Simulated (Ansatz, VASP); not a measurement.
# Two plane-wave programs on Be

```
Be
1.0
     2.28745    0.00000    0.00000
    -1.14373    1.98099    0.00000
     0.00000    0.00000    3.59949
Be
2
Direct
  0.33333 0.66667 0.25000
  0.66667 0.33333 0.75000
```

Alike in both runs: task single point; functional LDA; k mesh 26 × 26 × 15; occupations fermi-dirac, width 0.1 eV; no spin polarisation.

|  | VASP | Ansatz |
| --- | --- | --- |
| version | VASP 6.6.1 | Ansatz 0.2.0 |
| potentials or method | VASP PAW LDA potentials, release 64 (Be), cutoff 520 eV | plane waves (420 eV) with PAW, scalar-relativistic |
| valence electrons in the cell | 4 | 4 |

|  | VASP | Ansatz | Ansatz less VASP |
| --- | --- | --- | --- |
| pressure (GPa) | -8.6 | -8.9 | -0.37 |
| traceless stress, the component that is largest in VASP (GPa) | -0.08 | -0.09 | -0.005 |

Ansatz warns that its potentials were made for another functional, while VASP's fit it. LDA's correlation is that of Perdew and Zunger in VASP and of Perdew and Wang (1992) in Ansatz.
